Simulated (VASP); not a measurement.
Here is a VASP 6.6.1 calculation.

The input INCAR:

```
SYSTEM = C
PREC = Accurate ; ENCUT = 520
EDIFF = 1E-6 ; ISMEAR = -1
SIGMA = 0.05 ; LREAL = .FALSE.
LASPH = .TRUE. ; NELM = 60
ALGO = Normal ; ISIF = 2
LWAVE = .FALSE. ; LCHARG = .TRUE.
GGA = B5 ; ALDAX = 1.0
AGGAX = 1.0 ; AGGAC = 1.0
ALDAC = 0.0 ; LELF = .TRUE.
LVHAR = .TRUE. ; NBANDS = 11
```

Contents of KPOINTS:

```
regular mesh
0
G
  13 13 13
  0 0 0
```

Contents of POSCAR:

```
C
1.0
    0.0000000000      1.7592674508      1.7592674508
    1.7592674508      0.0000000000      1.7592674508
    1.7592674508      1.7592674508      0.0000000000
C
2
Direct
    0.7500000000      0.7500000000      0.7500000000
    0.5000000000      0.5000000000      0.5000000000
```

Potentials or basis: VASP PAW PBE potentials, release 64 (C).

Command:

```sh
$ cat potpaw_PBE.64/C/POTCAR > POTCAR
$ mpirun -np 1 vasp_std > vasp.out
```

(1) Predict the band gap on the k mesh.

(2) Estimate the pressure.

## Answers

(1) 4.57 eV, indirect (least direct gap 5.86 eV).

(2) 31.6 GPa.

Caveat: the PAW data sets were made with another functional, which shifts forces and pressure a little.
